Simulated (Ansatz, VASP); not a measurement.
Two plane-wave programs on TaN

Contents of POSCAR:

```
TaN
1.0
    2.9594125613      0.0000000000      0.0000000000
   -1.4797062806      2.5629264584      0.0000000000
    0.0000000000      0.0000000000      2.9093158701
Ta N
1 1
Direct
    0.0000000000      0.0000000000      0.5000000000
    0.6666666667      0.3333333333      0.0000000000
```

INCAR.step1

```
SYSTEM = TaN
PREC = Accurate ; ENCUT = 520
ISMEAR = -1 ; SIGMA = 0.05
LREAL = .False. ; LASPH = .True.
NELM = 80 ; NBANDS = 15
GGA = PE ; ALGO = Normal
EDIFF = 1E-4 ; LWAVE = .True.
LCHARG = .False.
```

The input INCAR.step2:

```
SYSTEM = TaN
PREC = Accurate ; ENCUT = 520
EDIFF = 1E-8 ; ISMEAR = -1
SIGMA = 0.05 ; LREAL = .False.
LASPH = .True. ; NELM = 80
ALGO = Normal ; ISIF = 2
LWAVE = .False. ; LCHARG = .False.
METAGGA = R2SCAN ; LMIXTAU = .True.
LEFG = .True. ; NBANDS = 15
ISTART = 1
```

KPOINTS

```
Automatic mesh
0
Gamma
  13 13 11
  0 0 0
```

Input for Ansatz:

```yaml
crystal:
  lattice:
    - [2.9594125613, 0.0, 0.0]
    - [-1.4797062806, 2.5629264584, 0.0]
    - [0.0, 0.0, 2.9093158701]
  atoms:
    - { symbol: Ta, position: [0.0, 0.0, 0.5] }
    - { symbol: "N", position: [0.6666666667, 0.3333333333, 0.0] }
kpoints:
  mp_grid: { grid: [13, 13, 11] }
scf:
  occupations: { method: fermi_dirac, width: 0.05 }
hamiltonian:
  xc: r2scan
  pseudopotentials: { kind: paw }
output:
  forces: true
  stress: true
  eigenvalues: true
  efg: { contact_densities: true }
```

Change from the starting cell: volume scaled by 1.02, PAW files.

Alike in both runs: task electric field gradients; functional r2SCAN; k mesh 13 × 13 × 11; occupations fermi-dirac, width 0.05 eV; no spin polarisation.

```csv
,VASP,Ansatz
version,VASP 6.6.1,Ansatz 0.2.0
potentials or method,"VASP PAW PBE potentials, release 64 (Ta_pv, N)","PAW with Ansatz's default frozen-core files, scalar-relativistic"
plane-wave cutoff (eV),520,500
valence electrons in the cell,16,18
```

|  | VASP | Ansatz | Ansatz less VASP |
| --- | --- | --- | --- |
| pressure (GPa) | -6.9 | -8.4 | -1.47 |
| traceless stress, the component that is largest in VASP (GPa) | -0.71 | -0.86 | -0.142 |
| size of Vzz on the site where it differs most (V/Å²) | 11.6 | 45.8 | +34.19 |

VASP's potentials were made for PBE, not for r2SCAN. The functional is the same, so the differences come from potentials, cutoffs and numerics. VASP's potentials hold 16 valence electrons a cell and Ansatz's 18, so a difference there can come from the potentials and not from the codes.

Spin-orbit coupling is off throughout.
